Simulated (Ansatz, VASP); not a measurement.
**Two plane-wave programs on AlCo**

POSCAR

```
AlCo
1.0
    2.8240557655      0.0000000000      0.0000000000
    0.0000000000      2.8240557655      0.0000000000
    0.0000000000      0.0000000000      2.8240557655
Al Co
1 1
Direct
    0.0000000000      0.0000000000      0.0000000000
    0.5000000000      0.5000000000      0.5000000000
```

INCAR.step1

```
PREC = Accurate
ENCUT = 520
ISMEAR = 0
SIGMA = 0.1
LREAL = False
LASPH = True
NELM = 150
ISPIN = 2
MAGMOM = 0 0.16
LMAXMIX = 4
NBANDS = 17
GGA = PE
ALGO = Normal
EDIFF = 1E-4
LWAVE = True
LCHARG = False
```

Contents of INCAR.step2:

```
PREC = Accurate
ENCUT = 520
EDIFF = 1E-6
ISMEAR = 0
SIGMA = 0.1
LREAL = False
LASPH = True
NELM = 150
ALGO = Normal
ISIF = 2
LWAVE = False
LCHARG = False
ISPIN = 2
MAGMOM = 0 0.16
LORBIT = 11
LMAXMIX = 4
METAGGA = R2SCAN
LMIXTAU = True
NBANDS = 17
ISTART = 1
```

KPOINTS

```
regular mesh
0
Gamma
  14 14 14
```

Input for Ansatz:

```yaml
crystal:
  lattice:
    - [2.8240557655, 0.0, 0.0]
    - [0.0, 2.8240557655, 0.0]
    - [0.0, 0.0, 2.8240557655]
  atoms:
    - { symbol: Al, position: [0.0, 0.0, 0.0] }
    - { symbol: Co, position: [0.5, 0.5, 0.5], spin: 0.16 }
basis:
  ecutwfc: 500
kpoints:
  mp_grid: { grid: [14, 14, 14] }
  band_path:
    path:
      - [[0.0, 0.0, 0.0], [0.0, 0.5, 0.0], [0.5, 0.5, 0.0], [0.0, 0.0, 0.0], [0.5, 0.5, 0.5], [0.0, 0.5, 0.0]]
      - [[0.5, 0.5, 0.5], [0.5, 0.5, 0.0]]
    npoints: 14
hamiltonian:
  xc: r2scan
scf:
  occupations: { method: gaussian, width: 0.1 }
  n_extra_bands: 6
output:
  forces: true
  stress: true
  eigenvalues: true
  populations: true
  dos: { projected: true, de: 0.02, nscf_kmesh: { grid: [21, 21, 21] } }
  bader: true
  write_density: true
  write_potential: true
  elf: true
  volumetric_format: npy
magnetization:
  spin_polarized: true
checkpoint:
  read: start.run
  write: ck
  compress: false
  write_wavefunctions: false
  write_every: 100000
```

Alike in both runs: task single point; functional r2SCAN; k mesh 14 × 14 × 14; occupations gaussian, width 0.1 eV; collinear spin.

|  | VASP | Ansatz |
| --- | --- | --- |
| version | VASP 6.6.1 | Ansatz 0.2.0 |
| potentials or method | VASP PAW PBE potentials, release 64 (Al, Co), cutoff 520 eV | scalar-relativistic, plane waves, PAW |
| valence electrons in the cell | 12 | 20 |

Ansatz gave:

- gap on the k mesh at the Fermi level (eV): none
- pressure (GPa): 0.0
- net moment per atom (μB): 0.05
- size of the moment on the site where the two differ most (μB): 0.15

Question: What did VASP give for the same quantities?

Answer: gap on the k mesh at the Fermi level (eV): none; pressure (GPa): -0.5; net moment per atom (μB): 0.00; size of the moment on the site where the two differ most (μB): 0.00.

VASP's potentials were made for PBE, not for r2SCAN. Site moments also hang on the region over which each program counts them. A gap of «none» marks a metal or a gap that the smearing closes. VASP's potentials hold 12 valence electrons a cell and Ansatz's 20, so a difference there can come from the potentials and not from the codes. Ansatz's warnings: stability check not made.
